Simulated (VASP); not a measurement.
Write the native input for VASP 6.6.1 that does the following.

```
Task                   : single point
Functional             : LDA
Potentials or basis    : VASP PAW LDA potentials, release 64 (Ca_sv)
Cutoff                 : 520 eV
k mesh                 : 14 × 14 × 14
Occupations            : gaussian, width 0.15 eV
Spin                   : no spin polarisation
Dipole correction      : no
Further INCAR settings : ALGO = Fast; EDIFF = 1e-07; NBANDS = 11
```

The structure of Ca lies in POSCAR:

```
Ca
1.0
    3.4886563400      0.0000000000      0.0000000000
    0.0000000000      3.4886563400      0.0000000000
    0.0000000000      0.0000000000      3.4014399315
Ca
1
Direct
    0.0000000000      0.0000000000      0.0000000000
```

This cell differs from its parent crystal: strain +0.000 along x and y, -0.025 along z.

The input as run:

INCAR

```
SYSTEM = Ca
PREC = Accurate
ENCUT = 520
EDIFF = 1E-7
ISMEAR = 0
SIGMA = 0.15
LREAL = .FALSE.
LASPH = .TRUE.
NELM = 100
ALGO = Fast
ISIF = 2
LWAVE = .FALSE.
LCHARG = .FALSE.
NBANDS = 11
```

KPOINTS

```
Automatic mesh
0
G
  14 14 14
  0 0 0
```

Potentials or basis: VASP PAW LDA potentials, release 64 (Ca_sv).

The run is started by

```sh
$ cat potpaw_LDA.64/Ca_sv/POTCAR > POTCAR
$ mpirun -np 1 vasp_std > vasp.out
```

It gave:

- Pressure: -1.0 GPa
- Band gap on the k mesh: zero (band 5 reaches 2.36 eV, above the bottom of band 6 at 1.31 eV)

Caveat: the cell differs from its parent crystal (strain +0.000 along x and y, -0.025 along z).

It took 63 s on 1 thread of Intel(R) Xeon(R) 6975P-C (Granite Rapids), on a shared host, peak memory 0.23 GiB.
